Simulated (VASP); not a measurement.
# Rb (P6_3/mmc) in VASP: further runs, part 4 of 4

VASP 6.6.1. The steps go on from the part before.

## (7) Electric field gradients, PBE

This run uses another cell than the first one, of 91.50 Å³/atom.

File INCAR:

```
SYSTEM = Rb
PREC = Accurate ; ENCUT = 520
EDIFF = 1E-8 ; ISMEAR = -1
SIGMA = 0.03 ; LREAL = .FALSE.
LASPH = .TRUE. ; NELM = 100
ALGO = Normal ; ISIF = 2
LWAVE = .FALSE. ; LCHARG = .FALSE.
GGA = PE ; LEFG = .TRUE.
NBANDS = 16
```

File KPOINTS:

```
regular mesh
0
G
  11 11 6
  0 0 0
```

File POSCAR:

```
Rb
1.0
    5.0344639581      0.0000000000      0.0000000000
   -2.5172319790      4.3599736822      0.0000000000
    0.0000000000      0.0000000000      8.3367950819
Rb
2
Direct
    0.3333333333      0.6666666667      0.2500000000
    0.6666666667      0.3333333333      0.7500000000
```

Potentials or basis: VASP PAW PBE potentials, release 64 (Rb_sv).

Launch:

```
cat potpaw_PBE.64/Rb_sv/POTCAR > POTCAR
mpirun -np 1 vasp_std > vasp.out
```

OUTCAR:

```text
SYSTEM = Rb
   PREC = Accurate
   ENCUT = 520
   EDIFF = 1E-8
   ISMEAR = -1
   LREAL = .FALSE.
   LASPH = .TRUE.
   NELM = 100
   ISIF = 2
   GGA = PE

 ion  position               nearest neighbor table
   1  0.333  0.667  0.250-   2 5.08   2 5.08   2 5.08   2 5.08   2 5.08   2 5.08
   2  0.667  0.333  0.750-   1 5.08   1 5.08   1 5.08   1 5.08   1 5.08   1 5.08

  LATTYP: Found a hexagonal cell.
 ALAT       =     5.0344639581
 C/A-ratio  =     1.6559449330

  Lattice vectors:

 A1 = (   5.0344639581,   0.0000000000,   0.0000000000)
 A2 = (  -2.5172319790,   4.3599736822,   0.0000000000)
 A3 = (   0.0000000000,   0.0000000000,   8.3367950819)

Analysis of symmetry for initial positions (statically):
=====================================================================
 Subroutine PRICEL returns:
 Original cell was already a primitive cell.

 Routine SETGRP: Setting up the symmetry group for a
 hexagonal supercell.

 Subroutine GETGRP returns: Found 24 space group operations
 (whereof 12 operations were pure point group operations)
 out of a pool of 24 trial point group operations.

The static configuration has the point symmetry D_3d.
 The point group associated with its full space group is D_6h.

Analysis of symmetry for dynamics (positions and initial velocities):
=====================================================================
 Subroutine PRICEL returns:
 Original cell was already a primitive cell.

 Routine SETGRP: Setting up the symmetry group for a
 hexagonal supercell.

 Subroutine GETGRP returns: Found 24 space group operations
 (whereof 12 operations were pure point group operations)
[... 162 lines left out ...]
      3     -13.0335      2.00000
      4     -12.9550      2.00000
      5     -12.9550      2.00000
      6     -12.9443      2.00000
[... 433 lines left out ...]
      3     -13.0158      2.00000
      4     -12.9852      2.00000
      5     -12.9817      2.00000
      6     -12.9646      2.00000
[... 8 lines left out ...]
     15       3.5491      0.00000
     16       3.9473      0.00000

 [... further k-points ...]

------------------------ aborting loop because EDIFF is reached ----------------------------------------

  FORCE on cell =-STRESS in cart. coord.  units (eV):
  Direction    XX          YY          ZZ          XY          YZ          ZX
  --------------------------------------------------------------------------------------
  -------------------------------------------------------------------------------------
  Total       -0.0082905     -0.0082905      0.0025192     -0.0000000      0.0000000      0.0000000
  in kB       -0.0725861     -0.0725861      0.0220567     -0.0000000      0.0000000      0.0000000
  external PRESSURE =      -0.0410385 kB  Pullay stress =       0.0000000 kB

 VOLUME and BASIS-vectors are now :
 -----------------------------------------------------------------------------
  energy-cutoff  :      520.00
  volume of cell :      182.99
      direct lattice vectors                 reciprocal lattice vectors
     5.034463958  0.000000000  0.000000000     0.198630879  0.114679591  0.000000000
    -2.517231979  4.359973682  0.000000000     0.000000000  0.229359183  0.000000000
     0.000000000  0.000000000  8.336795082     0.000000000  0.000000000  0.119950172

 POSITION                                       TOTAL-FORCE (eV/Angst)
 -----------------------------------------------------------------------------------
     -0.00000      2.90665      2.08420         0.000000     -0.000000      0.000000
      2.51723      1.45332      6.25260        -0.000000      0.000000      0.000000
 -----------------------------------------------------------------------------------
    total drift:                               -0.000000      0.000000     -0.000000

  FREE ENERGIE OF THE ION-ELECTRON SYSTEM (eV)
  ---------------------------------------------------
  free  energy   TOTEN  =        -1.8746354429 eV

  energy  without entropy=       -1.8675741306  energy(sigma->0) =       -1.87110479

 Electric field gradients (V/A^2)
---------------------------------------------------------------------
 ion       V_xx      V_yy      V_zz      V_xy      V_xz      V_yz
---------------------------------------------------------------------
   1       0.720     0.720    -1.441    -0.000     0.000    -0.000
   2       0.720     0.720    -1.441    -0.000    -0.000     0.000
---------------------------------------------------------------------

 Electric field gradients after diagonalization (V/A^2)
 (convention: |V_zz| > |V_xx| > |V_yy|)
----------------------------------------------------------------------
 ion       V_xx      V_yy      V_zz     asymmetry (V_yy - V_xx)/ V_zz
----------------------------------------------------------------------
   1       0.720     0.720    -1.441       0.000
   2       0.720     0.720    -1.441       0.000
----------------------------------------------------------------------

           NMR quadrupolar parameters

 Cq : quadrupolar parameter    Cq=e*Q*V_zz/h
 eta: asymmetry parameters     (V_yy - V_xx)/ V_zz
 Q  : nuclear electric quadrupole moment in mb (millibarn)
----------------------------------------------------------------------
 ion       Cq(MHz)       eta       Q (mb)
----------------------------------------------------------------------
   1      -0.003       0.000       1.000
   2      -0.003       0.000       1.000
----------------------------------------------------------------------
```

stdout:

```text
POSCAR found type information on POSCAR Rb
 POSCAR found :  1 types and       2 ions
 scaLAPACK will be used
 LDA part: xc-table for (Slater+PW92), standard interpolation
 POSCAR, INCAR and KPOINTS ok, starting setup
 FFT: planning ... GRIDC
 FFT: planning ... GRID_SOFT
 FFT: planning ... GRID
 WAVECAR not read
 entering main loop
ion   1

ion   2
```

It took 68 s on 1 thread of Intel Xeon 6975P-C (Granite Rapids), shared host; peak memory 0.38 GiB.

What came out:

```yaml
Free_energy: -1.8746 eV
Pressure: 0.0 GPa
Band_gap_on_the_k_mesh: zero (bands 9 and 10 overlap by 2.24 eV)
Largest_electric_field_gradient_by_atom: Rb -1.4 V/Å²
```

Electric field gradients, principal values (V/Å²):
| atom | least | middle | greatest (by size) |
| --- | --- | --- | --- |
| 1 Rb | 0.720 | 0.720 | -1.441 |
| 2 Rb | 0.720 | 0.720 | -1.441 |

Caveat: without QUAD_EFG the Cq values of the log hold for a quadrupole moment of 1 mb, not for the nuclei.

## (8) Overview

| cell | gap on the mesh (eV) | pressure (GPa) |
| --- | --- | --- |
| a = 5.068, b = 5.068, c = 8.392 Å, angles 90.0, 90.0, 120.0°, 2 atoms | none | -0.1 |
| a = 5.101, b = 5.101, c = 8.447 Å, angles 90.0, 90.0, 120.0°, 2 atoms | none | -0.1 |
| a = 4.966, b = 4.966, c = 8.224 Å, angles 90.0, 90.0, 120.0°, 2 atoms | none | 0.1 |
| a = 5.001, b = 5.001, c = 8.281 Å, angles 90.0, 90.0, 120.0°, 2 atoms | none | 0.1 |
| a = 5.034, b = 5.034, c = 8.337 Å, angles 90.0, 90.0, 120.0°, 2 atoms | none | 0.0 |

Alike in all rows: task electric field gradients; level PBE; potentials or basis VASP PAW PBE potentials, release 64 (Rb_sv); no spin polarisation; k mesh 11 × 11 × 6; cutoff (eV) 520; smearing fermi-dirac 0.03 eV.

Absolute energies hang on the potentials; compare differences alone.
